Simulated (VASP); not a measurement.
# Rh (Im-3m) in VASP: further runs, part 2 of 2

VASP 6.6.1.

## Step 4: Single point, r2SCAN

This run uses another cell than the first one, of 13.20 Å³/atom, 1.096 times its volume.

The input, POSCAR:

```
Rh
1.0
    1.4888190733      1.4888190733      1.4888190733
   -1.4888190733      1.4888190733      1.4888190733
   -1.4888190733     -1.4888190733      1.4888190733
Rh
1
Direct
    0.0000000000      0.0000000000      0.0000000000
```

The input, INCAR.step1:

```
SYSTEM = Rh
ALGO     = Normal         ! electronic algorithm
EDIFF    = 1E-4           ! SCF threshold, eV
ENCUT    = 520            ! plane-wave cutoff, eV
GGA      = PE             ! functional
ISMEAR   = 0              ! smearing method
LASPH    = .TRUE.         ! aspherical terms in the spheres
LCHARG   = .FALSE.        ! write CHGCAR
LREAL    = .FALSE.        ! projectors in reciprocal space
LWAVE    = .TRUE.         ! write WAVECAR
NBANDS   = 14             ! bands
NELM     = 100            ! most SCF steps
PREC     = Accurate       ! precision mode
SIGMA    = 0.1            ! smearing width, eV
```

The input, INCAR.step2:

```
SYSTEM = Rh
ALGO     = Normal         ! electronic algorithm
EDIFF    = 1E-6           ! SCF threshold, eV
ENCUT    = 520            ! plane-wave cutoff, eV
ISIF     = 2              ! what is computed and relaxed
ISMEAR   = 0              ! smearing method
ISTART   = 1            
LASPH    = .TRUE.         ! aspherical terms in the spheres
LCHARG   = .FALSE.        ! write CHGCAR
LMIXTAU  = .TRUE.       
LREAL    = .FALSE.        ! projectors in reciprocal space
LWAVE    = .FALSE.        ! write WAVECAR
METAGGA  = R2SCAN         ! meta-GGA
NBANDS   = 14             ! bands
NELM     = 100            ! most SCF steps
PREC     = Accurate       ! precision mode
SIGMA    = 0.1            ! smearing width, eV
```

The input, KPOINTS:

```
k-points
0
G
  10 10 10
  0 0 0
```

Potentials or basis: VASP PAW PBE potentials, release 64 (Rh_pv).

Command:

```
> cat potpaw_PBE.64/Rh_pv/POTCAR > POTCAR
> cp INCAR.step1 INCAR
> mpirun -np 1 vasp_std > vasp.out
> cp INCAR.step2 INCAR
> mpirun -np 1 vasp_std > vasp.out
```

OUTCAR:

```text
SYSTEM = Rh
   EDIFF = 1E-6
   ENCUT = 520
   ISIF = 2
   ISMEAR = 0
   ISTART = 1
   LASPH = .TRUE.
   LREAL = .FALSE.
   METAGGA = R2SCAN
   NELM = 100
   PREC = Accurate

 ion  position               nearest neighbor table
   1  0.000  0.000  0.000-

  LATTYP: Found a body centered cubic cell.
 ALAT       =     2.9776381466

  Lattice vectors:

 A1 = (   1.4888190733,  -1.4888190733,  -1.4888190733)
 A2 = (   1.4888190733,   1.4888190733,   1.4888190733)
 A3 = (  -1.4888190733,  -1.4888190733,   1.4888190733)

[... 577 lines left out ...]
      6       8.9335      2.00000
      7      11.3021      2.00000
      8      12.7297      0.00000
      9      17.7261      0.00000
     10      24.9515      0.00000
     11      25.9560      0.00000
     12      30.2453      0.00000
     13      33.8980      0.00000
     14      35.0780      0.00000

 [... further k-points ...]
[... 5 lines left out ...]
  --------------------------------------------------------------------------------------
  -------------------------------------------------------------------------------------
  Total        1.7798345      1.7798345      1.7798345      0.0000000     -0.0000000     -0.0000000
  in kB      216.0252118    216.0252118    216.0252118      0.0000000     -0.0000000     -0.0000000
  external PRESSURE =     216.0252118 kB  Pullay stress =       0.0000000 kB

 VOLUME and BASIS-vectors are now :
 -----------------------------------------------------------------------------
  energy-cutoff  :      520.00
  volume of cell :       13.20
      direct lattice vectors                 reciprocal lattice vectors
     1.488819073  1.488819073  1.488819073     0.335836643  0.000000000  0.335836643
    -1.488819073  1.488819073  1.488819073    -0.335836643  0.335836643  0.000000000
    -1.488819073 -1.488819073  1.488819073     0.000000000 -0.335836643  0.335836643

 POSITION                                       TOTAL-FORCE (eV/Angst)
 -----------------------------------------------------------------------------------
      0.00000      0.00000      0.00000         0.000000     -0.000000      0.000000
 -----------------------------------------------------------------------------------
    total drift:                               -0.000000      0.000000      0.000000

  FREE ENERGIE OF THE ION-ELECTRON SYSTEM (eV)
  ---------------------------------------------------
  free  energy   TOTEN  =       -23.7223464384 eV

  energy  without entropy=      -23.7125915356  energy(sigma->0) =      -23.71746899
```

OSZICAR.step1:

```text
N       E                     dE             d eps       ncg     rms          rms(c)
DAV:   1     0.123428280006E+03    0.12343E+03   -0.87467E+03  1316   0.116E+03
DAV:   2    -0.544248865391E+01   -0.12887E+03   -0.12219E+03  1424   0.347E+02
DAV:   3    -0.721061696392E+01   -0.17681E+01   -0.17632E+01  1652   0.444E+01
DAV:   4    -0.721716710906E+01   -0.65501E-02   -0.65499E-02  1472   0.276E+00
DAV:   5    -0.721722283967E+01   -0.55731E-04   -0.55731E-04  1586   0.223E-01    0.119E+01
DAV:   6    -0.684237391307E+01    0.37485E+00   -0.59086E-01  1382   0.106E+01    0.488E+00
DAV:   7    -0.682278649109E+01    0.19587E-01   -0.23696E-02  1550   0.191E+00    0.207E+00
DAV:   8    -0.682003886675E+01    0.27476E-02   -0.78301E-03  1364   0.122E+00    0.301E-01
DAV:   9    -0.681958918558E+01    0.44968E-03   -0.86859E-04  1382   0.414E-01    0.225E-02
DAV:  10    -0.681959128119E+01   -0.20956E-05   -0.33398E-06   682   0.215E-02
   1 F= -.68195913E+01 E0= -.68133599E+01  d E =-.124628E-01
```

It used 20 s of CPU time on 1 thread of Intel Xeon 6975P-C, on a shared host.

What came out:

| Item | Value |
| --- | --- |
| Free energy | -23.7223 eV |
| Pressure | 21.6 GPa |

Levels at points of the mesh, in eV from the Fermi level:
```csv
k point,band 5,band 6,band 7,band 8,band 9,band 10,band 11,band 12
"(0.00, 0.00, 0.00)",-3.24,-3.24,-3.24,-0.55,-0.55,17.95,19.47,19.47
"(0.50, 0.00, 0.00)",-4.95,-0.57,-0.13,1.53,1.88,10.55,15.45,17.95
"(0.50, 0.50, 0.50)",-6.62,1.30,1.30,1.30,10.38,10.38,10.38,17.95
```

Caveat: the PAW data sets were made with another functional, which shifts forces and pressure a little.

## Step 5: Single point, r2SCAN

This run uses another cell than the first one, of 14.10 Å³/atom, 1.170 times its volume.

The input, POSCAR:

```
Rh
1.0
    1.5218991033      1.5218991033      1.5218991033
   -1.5218991033      1.5218991033      1.5218991033
   -1.5218991033     -1.5218991033      1.5218991033
Rh
1
Direct
    0.0000000000      0.0000000000      0.0000000000
```

The input, INCAR.step1:

```
SYSTEM = Rh
ALGO = Normal
EDIFF = 1E-4
ENCUT = 520
GGA = PE
ISMEAR = 0
LASPH = .True.
LCHARG = .False.
LREAL = .False.
LWAVE = .True.
NBANDS = 14
NELM = 60
PREC = Accurate
SIGMA = 0.1
```

The input, INCAR.step2:

```
SYSTEM = Rh
ALGO = Normal
EDIFF = 1E-6
ENCUT = 520
ISIF = 2
ISMEAR = 0
ISTART = 1
LASPH = .True.
LCHARG = .False.
LMIXTAU = .True.
LREAL = .False.
LWAVE = .False.
METAGGA = R2SCAN
NBANDS = 14
NELM = 60
PREC = Accurate
SIGMA = 0.1
```

The input, KPOINTS:

```
k-points
0
Gamma
  10 10 10
  0 0 0
```

Command:

```
> cat potpaw_PBE.64/Rh_pv/POTCAR > POTCAR
> cp INCAR.step1 INCAR
> mpirun -np 1 vasp_std > vasp.out
> cp INCAR.step2 INCAR
> mpirun -np 1 vasp_std > vasp.out
```

It used 20 s of CPU time on 1 thread of Intel Xeon 6975P-C (shared host).

Results (log left out):

* Free energy: -23.7830 eV
* Pressure: 1.2 GPa

Levels at points of the mesh, in eV from the Fermi level:
```csv
k point,band 6,band 7,band 8,band 9,band 10,band 11
"(0.00, 0.00, 0.00)",-2.92,-2.92,-0.48,-0.48,18.00,19.38
"(0.50, 0.00, 0.00)",-0.52,-0.12,1.55,1.69,9.77,15.34
"(0.50, 0.50, 0.50)",1.17,1.17,1.17,10.02,10.02,10.02
```

Caveat: the PAW data sets were made with another functional, which shifts forces and pressure a little.

## Step 6: Relaxation of cell and atoms, r2SCAN

This run uses another cell than the first one, of 13.64 Å³/atom, 1.132 times its volume.

The input, POSCAR:

```
Rh
1.0
    1.5050000000      1.5050000000      1.5050000000
   -1.5050000000      1.5050000000      1.5050000000
   -1.5050000000     -1.5050000000      1.5050000000
Rh
1
Direct
    0.0000000000      0.0000000000      0.0000000000
```

The input, INCAR.step1:

```
ALGO = Normal ; EDIFF = 1E-4
ENCUT = 600 ; GGA = PE
ISMEAR = 0 ; LASPH = True
LCHARG = False ; LREAL = False
LWAVE = True ; NELM = 80
PREC = Accurate ; SIGMA = 0.1
```

The input, INCAR.step2:

```
ALGO = Normal ; EDIFF = 1E-6
EDIFFG = -0.02 ; ENCUT = 600
IBRION = 2 ; ISIF = 3
ISMEAR = 0 ; ISTART = 1
LASPH = True ; LCHARG = False
LMIXTAU = True ; LREAL = False
LWAVE = False ; METAGGA = R2SCAN
NELM = 80 ; NSW = 80
PREC = Accurate ; SIGMA = 0.1
```

The input, KPOINTS:

```
k-points
0
Gamma
  10 10 10
```

Potentials or basis: VASP PAW PBE potentials, release 64 (Rh_pv).

Command:

```
> cat potpaw_PBE.64/Rh_pv/POTCAR > POTCAR
> cp INCAR.step1 INCAR
> mpirun -np 1 vasp_std > vasp.out
> cp INCAR.step2 INCAR
> mpirun -np 1 vasp_std > vasp.out
```

Run time: 88 s. Hardware: 1 thread of Intel Xeon 6975P-C, shared host; peak memory 0.15 GiB.

It converged, with:

| Item | Value |
| --- | --- |
| Free energy | -23.7815 eV |
| Relaxed volume | 14.16 Å³/atom |
| Relaxed cell | a = 2.640 Å, b = 2.640 Å, c = 2.640 Å, α = 70.53°, β = 109.47°, γ = 70.53° |
| Space group after relaxing (to 0.05 Å) | Im-3m (No. 229) |
| Energy gained by relaxing | 16.7 meV/atom |
| Ionic steps | 4 |
| Pressure after relaxing | -0.1 GPa |

Step by step:
| step | energy change (eV) | largest force (eV/Å) | pressure (GPa) | volume (Å³) |
| --- | --- | --- | --- | --- |
| 1 | 0.0000 | 0.0000 | 10.65 | 13.64 |
| 2 | 0.0683 | 0.0000 | -18.45 | 15.50 |
| 3 | -0.0167 | 0.0000 | -0.23 | 14.18 |
| 4 | -0.0167 | 0.0000 | -0.07 | 14.16 |

Final structure:
```
CELL_PARAMETERS angstrom
1.52421 1.52421 1.52421
-1.52421 1.52421 1.52421
-1.52421 -1.52421 1.52421
ATOMIC_POSITIONS crystal
Rh 0.00000 0.00000 0.00000
```

Levels at points of the mesh, in eV from the Fermi level:
```
           k point  band 4  band 5  band 6  band 7  band 8  band 9  band 10  band 11
(0.00, 0.00, 0.00)   -7.73   -2.90   -2.90   -2.90   -0.48   -0.48    18.00    19.38
(0.50, 0.00, 0.00)   -5.88   -4.44   -0.51   -0.12    1.55    1.67     9.72    15.33
(0.50, 0.50, 0.50)   -5.93   -5.93    1.16    1.16    1.16   10.00    10.00    10.00
```

Caveat: the PAW data sets were made with another functional, which shifts forces and pressure a little.

## Step 7: The runs side by side

| task | cell | cutoff (eV) | gap on the mesh (eV) | pressure (GPa) |
| --- | --- | --- | --- | --- |
| single point | a = 2.501 Å, angles 70.5, 109.5, 70.5°, 1 atom | 520 | none | 62.5 |
| single point | a = 2.536 Å, angles 70.5, 109.5, 70.5°, 1 atom | 520 | none | 42.2 |
| single point | a = 2.579 Å, angles 70.5, 109.5, 70.5°, 1 atom | 520 | none | 21.6 |
| single point | a = 2.636 Å, angles 70.5, 109.5, 70.5°, 1 atom | 520 | none | 1.2 |
| relaxation of cell and atoms | relaxed from a = 2.607 Å, angles 70.5, 109.5, 70.5°, 1 atom | 600 | none | -0.1 |

Alike in all rows: level r2SCAN; potentials or basis VASP PAW PBE potentials, release 64 (Rh_pv); no spin polarisation; k mesh 10 × 10 × 10; smearing gaussian 0.1 eV.

Caveats: the PAW data sets were made with another functional, which shifts forces and pressure a little.

Total energies depend on the potentials used, so only differences within one code and one set of settings carry meaning.
